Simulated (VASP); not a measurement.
A run of VASP 6.6.1:

File POSCAR:

```
Cs4Mg3P4O16
1.0
    8.9327000000      0.0000000000      0.0000000000
    0.0000000000      5.5277000000      0.0000000000
    0.0000000000      0.0000000000      9.6487000000
Cs Mg P O
4 3 4 16
Direct
    0.5088718976      0.2689907195      0.7061676703
    0.0308193491      0.8060857138      0.2143086633
    1.0219642437      0.2002279429      0.8181102117
    0.4690071311      0.7569513541      0.2897696063
    0.1666013635      0.6973062938      0.5912506348
    0.8189013400      0.3118837853      0.4075264025
    0.6707490456      0.7094813394      0.9328406936
    0.1937823950      0.2293901623      0.4320063843
    0.3131192137      0.7697957559      0.9125581685
    0.7254805378      0.2920925521      0.0693046732
    0.7916867241      0.7593393274      0.5783369780
    0.2655076293      0.2022360114      0.2902256263
    0.2057944407      0.8026303888      0.7772964234
    0.7354999048      0.2878955081      0.2313368640
    0.7645280822      0.7927528629      0.7335392333
    0.2403640557     -0.0077247318      0.5112605843
    0.2673547752      0.9952059627      0.9979271819
    0.8428470675      0.4692367531     -0.0002901945
    0.7141849609      0.5552037918      0.5010519552
    0.7557177561      1.0120665014      0.5138412429
    0.7319959251      0.0362356857      0.0215987646
    0.2408566279      0.5647014129      0.9904339445
    0.2550740538      0.4331096116      0.5159347891
    0.0258824320      0.2546990611      0.4036916890
    0.4767763386      0.7704470214      0.8589965488
    0.5796231822      0.4199033956      0.0348440723
    0.9578402946      0.6979937406      0.5469441479
```

INCAR.step1

```
SYSTEM = Cs4Mg3P4O16
PREC     = Accurate       ! precision mode
ENCUT    = 520            ! plane-wave cutoff, eV
ISMEAR   = -1             ! smearing method
SIGMA    = 0.05           ! smearing width, eV
LREAL    = Auto         
LASPH    = .True.         ! aspherical terms in the spheres
NELM     = 60             ! most SCF steps
NBANDS   = 98             ! bands
GGA      = PE             ! functional
ALGO     = Normal         ! electronic algorithm
EDIFF    = 1E-4           ! SCF threshold, eV
LWAVE    = .True.         ! write WAVECAR
LCHARG   = .False.        ! write CHGCAR
```

File INCAR.step2:

```
SYSTEM = Cs4Mg3P4O16
PREC     = Accurate       ! precision mode
ENCUT    = 520            ! plane-wave cutoff, eV
EDIFF    = 1E-6           ! SCF threshold, eV
ISMEAR   = -1             ! smearing method
SIGMA    = 0.05           ! smearing width, eV
LREAL    = Auto         
LASPH    = .True.         ! aspherical terms in the spheres
NELM     = 60             ! most SCF steps
ALGO     = Normal         ! electronic algorithm
ISIF     = 2              ! what is computed and relaxed
LWAVE    = .False.        ! write WAVECAR
LCHARG   = .False.        ! write CHGCAR
METAGGA  = R2SCAN         ! meta-GGA
LMIXTAU  = .True.       
NBANDS   = 98             ! bands
ISTART   = 1
```

KPOINTS

```
Automatic mesh
0
Gamma
  1 2 1
  0 0 0
```

Potentials or basis: VASP PAW PBE potentials, release 64 (Cs_sv, Mg, P, O).

Launch:

```console
$ cat potpaw_PBE.64/Cs_sv/POTCAR potpaw_PBE.64/Mg/POTCAR potpaw_PBE.64/P/POTCAR potpaw_PBE.64/O/POTCAR > POTCAR
$ cp INCAR.step1 INCAR
$ mpirun -np 1 vasp_std > vasp.out
$ cp INCAR.step2 INCAR
$ mpirun -np 1 vasp_std > vasp.out
```

Hardware: 1 thread of Intel(R) Xeon(R) 6975P-C (Granite Rapids), on a shared host.

Problem. How long does it take, and how much memory?

Solution. It took 7.2 min on 1 thread of Intel(R) Xeon(R) 6975P-C (Granite Rapids) (shared host), peak memory 0.55 GiB. Counts: k points 2.
